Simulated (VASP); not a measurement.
Wanted: the native input for a VASP 6.6.1 run.

* Task: single point
* Functional: LDA
* Potentials or basis: VASP PAW LDA potentials, release 64 (Y_sv, Au)
* Cutoff: 500 eV
* k mesh: 7 × 7 × 7
* Occupations: methfessel-paxton, width 0.1 eV
* Spin: no spin polarisation
* Dipole correction: no
* Further INCAR settings: ALGO = Normal; EDIFF = 1e-06; NBANDS = 18

The structure of YAu lies in POSCAR:

```
YAu
1.0
    3.5884145571      0.0000000000      0.0000000000
    0.0000000000      3.5884145571      0.0000000000
    0.0000000000      0.0000000000      3.5884145571
Y Au
1 1
Direct
    0.5000000000      0.5000000000      0.5000000000
    0.0000000000      0.0000000000      0.0000000000
```

The input as run:

INCAR

```
PREC     = Accurate       # precision mode
ENCUT    = 500            # plane-wave cutoff, eV
EDIFF    = 1E-6           # SCF threshold, eV
ISMEAR   = 1              # smearing method
SIGMA    = 0.1            # smearing width, eV
LREAL    = False          # projectors in reciprocal space
LASPH    = True           # aspherical terms in the spheres
NELM     = 120            # most SCF steps
ALGO     = Normal         # electronic algorithm
ISIF     = 2              # what is computed and relaxed
LWAVE    = False          # write WAVECAR
LCHARG   = False          # write CHGCAR
GGA      = CA             # functional
NBANDS   = 18             # bands
GGA_COMPAT= False
```

KPOINTS

```
regular mesh
0
Gamma
  7 7 7
```

Potentials or basis: VASP PAW LDA potentials, release 64 (Y_sv, Au).

Command:

```sh
$ cat potpaw_LDA.64/Y_sv/POTCAR potpaw_LDA.64/Au/POTCAR > POTCAR
$ mpirun -np 1 vasp_std > vasp.out
```

Results of the run:

```yaml
Pressure: -5.5 GPa
Band_gap_on_the_k_mesh: zero (band 11 reaches 6.79 eV, above the bottom of band 12 at 4.56 eV)
```

Caveat: spin-orbit coupling is left out, which moves the levels of the heavy elements.

Run time: 29 s on 1 thread of Intel Xeon 8259CL (shared host), peak memory 0.16 GiB.
